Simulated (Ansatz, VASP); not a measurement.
# Two plane-wave programs on FeNiC6N6

File INCAR:

```
PREC     = Accurate       # precision mode
ENCUT    = 520            # plane-wave cutoff, eV
EDIFF    = 1E-6           # SCF threshold, eV
ISMEAR   = 0              # smearing method
SIGMA    = 0.1            # smearing width, eV
LREAL    = False          # projectors in reciprocal space
LASPH    = True           # aspherical terms in the spheres
NELM     = 150            # most SCF steps
ALGO     = Normal         # electronic algorithm
ISIF     = 2              # what is computed and relaxed
LWAVE    = False          # write WAVECAR
LCHARG   = False          # write CHGCAR
ISPIN    = 2              # spin polarisation
MAGMOM   = 4 2 0 0 0 0 0 0 0 0 0 0 0 0 # initial moments
LORBIT   = 11             # projections on sites
LMAXMIX  = 4              # l up to which the mixer works
GGA      = PE             # functional
NBANDS   = 53             # bands
```

File KPOINTS:

```
regular mesh
0
Gamma
  4 4 4
```

The input POSCAR:

```
FeNiC6N6
1.0
    0.0000000000      5.1155000000      5.1155000000
    5.1155000000      0.0000000000      5.1155000000
    5.1155000000      5.1155000000      0.0000000000
Fe Ni C N
1 1 6 6
Direct
    0.0000000000      0.0000000000      0.0000000000
    0.5000000000      0.5000000000      0.5000000000
    0.8105757000      0.1894243000      0.1894243000
    0.1894243000      0.8105757000      0.1894243000
    0.1894243000      0.1894243000      0.8105757000
    0.1894243000      0.8105757000      0.8105757000
    0.8105757000      0.1894243000      0.8105757000
    0.8105757000      0.8105757000      0.1894243000
    0.6962173800      0.3037826200      0.3037826200
    0.3037826200      0.6962173800      0.3037826200
    0.3037826200      0.3037826200      0.6962173800
    0.3037826200      0.6962173800      0.6962173800
    0.6962173800      0.3037826200      0.6962173800
    0.6962173800      0.6962173800      0.3037826200
```

Input for Ansatz:

```yaml
crystal:
  lattice:
    - [0.0, 5.1155, 5.1155]
    - [5.1155, 0.0, 5.1155]
    - [5.1155, 5.1155, 0.0]
  atoms:
    - { symbol: Fe, position: [0.0, 0.0, 0.0], spin: 4.0 }
    - { symbol: Ni, position: [0.5, 0.5, 0.5], spin: 2.0 }
    - { symbol: C, position: [0.8105757, 0.1894243, 0.1894243] }
    - { symbol: C, position: [0.1894243, 0.8105757, 0.1894243] }
    - { symbol: C, position: [0.1894243, 0.1894243, 0.8105757] }
    - { symbol: C, position: [0.1894243, 0.8105757, 0.8105757] }
    - { symbol: C, position: [0.8105757, 0.1894243, 0.8105757] }
    - { symbol: C, position: [0.8105757, 0.8105757, 0.1894243] }
    - { symbol: "N", position: [0.69621738, 0.30378262, 0.30378262] }
    - { symbol: "N", position: [0.30378262, 0.69621738, 0.30378262] }
    - { symbol: "N", position: [0.30378262, 0.30378262, 0.69621738] }
    - { symbol: "N", position: [0.30378262, 0.69621738, 0.69621738] }
    - { symbol: "N", position: [0.69621738, 0.30378262, 0.69621738] }
    - { symbol: "N", position: [0.69621738, 0.69621738, 0.30378262] }
basis:
  ecutwfc: 420
kpoints:
  mp_grid: { grid: [4, 4, 4] }
hamiltonian:
  xc: pbe
scf:
  occupations: { method: gaussian, width: 0.1 }
  lower_state_search: "off"
output:
  forces: true
  stress: true
  eigenvalues: true
  populations: true
magnetization:
  spin_polarized: true
```

Alike in both runs: task single point; functional PBE; k mesh 4 × 4 × 4; occupations gaussian, width 0.1 eV; collinear spin.

|  | VASP | Ansatz |
| --- | --- | --- |
| version | VASP 6.6.1 | Ansatz 0.2.0 |
| potentials or method | VASP PAW PBE potentials, release 64 (Fe, Ni, C, N), cutoff 520 eV | scalar-relativistic, plane waves, PAW |
| valence electrons in the cell | 72 | 88 |

VASP gave:

| Quantity | Value |
| --- | --- |
| gap on the k mesh at the Fermi level (eV) | none |
| pressure (GPa) | -1.9 |
| rms of the force components (eV/Å) | 0.071 |
| net moment per atom (μB) | 0.22 |
| size of the moment on the site where the two differ most (μB) | 1.31 |

Problem. Which values does Ansatz return?

Solution. gap on the k mesh at the Fermi level (eV): none; pressure (GPa): -2.4; rms of the force components (eV/Å): 0.136; net moment per atom (μB): 0.22; size of the moment on the site where the two differ most (μB): 1.19.

Site moments also hang on the region over which each program counts them. Atom by atom the forces differ by 0.201 eV/Å (rms over components). A gap of «none» marks a metal or a gap that the smearing closes. One of these differences is far larger than is usual between the two programs; its cause wasn't traced. VASP's potentials hold 72 valence electrons a cell and Ansatz's 88, so a difference there can come from the potentials and not from the codes.

Noted on VASP's run: the standard files for N, O and F lose accuracy on very short bonds.
